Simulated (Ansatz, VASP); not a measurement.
## One calculation of Zn, two programs

```
Zn
1.0
    -1.56605    1.56605    1.56605
     1.56605   -1.56605    1.56605
     1.56605    1.56605   -1.56605
Zn
1
Direct
  0.00000 0.00000 0.00000
```

Alike in both runs: functional PBE; k mesh 18 × 18 × 18; occupations fermi-dirac, width 0.05 eV; no spin polarisation.

Ansatz relaxed the structure, and its values are those at the end. VASP's run is a single point on that final structure, the one shown.

```csv
,VASP,Ansatz
version,VASP 6.6.1,Ansatz 0.2.0
potentials or method,"VASP PAW PBE potentials, release 64 (Zn)","PAW with Ansatz's default frozen-core files, scalar-relativistic"
plane-wave cutoff (eV),520,420
valence electrons in the cell,12,12
```

|  | VASP | Ansatz | Ansatz less VASP |
| --- | --- | --- | --- |
| pressure (GPa) | 0.3 | 0.0 | -0.29 |
